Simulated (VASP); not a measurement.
A run of VASP 6.6.1 is set up as follows.

The input INCAR:

```
SYSTEM = PtS2
PREC = Accurate
ENCUT = 520
EDIFF = 1E-6
ISMEAR = -1
SIGMA = 0.05
LREAL = .FALSE.
LASPH = .TRUE.
NELM = 150
ALGO = Normal
ISIF = 2
LWAVE = .FALSE.
LCHARG = .FALSE.
LMAXMIX = 4
LDAU = .TRUE.
LDAUTYPE = 2
LDAUL = 2 -1
LDAUU = 5 0
LDAUJ = 0 0
LDAUPRINT = 1
GGA = PS
NBANDS = 18
```

File KPOINTS:

```
Automatic mesh
0
G
  9 9 5
  0 0 0
```

File POSCAR:

```
PtS2
1.0
    3.5432000000      0.0000000000      0.0000000000
   -1.7716000000      3.0685012107      0.0000000000
    0.0000000000      0.0000000000      5.0388000000
Pt S
1 2
Direct
    0.0000000000      0.0000000000      0.0000000000
    0.6666666667      0.3333333333      0.7730000000
    0.3333333333      0.6666666667      0.2270000000
```

Potentials or basis: VASP PAW PBE potentials, release 64 (Pt, S).

Command:

```console
$ cat potpaw_PBE.64/Pt/POTCAR potpaw_PBE.64/S/POTCAR > POTCAR
$ mpirun -np 1 vasp_std > vasp.out
```

(1) What does it give for the pressure?

(2) Predict the band gap on the k mesh.

(3) Estimate the largest force.

Answers

(1) 1.7 GPa.

(2) 0.82 eV (least direct gap 0.95 eV).

(3) 0.574 eV/Å.

Caveat: the PAW data sets were made with another functional, which shifts forces and pressure a little; spin-orbit coupling is left out, which moves the levels of the heavy elements; an odd mesh through Γ misses points on the zone boundary, where band edges can lie.
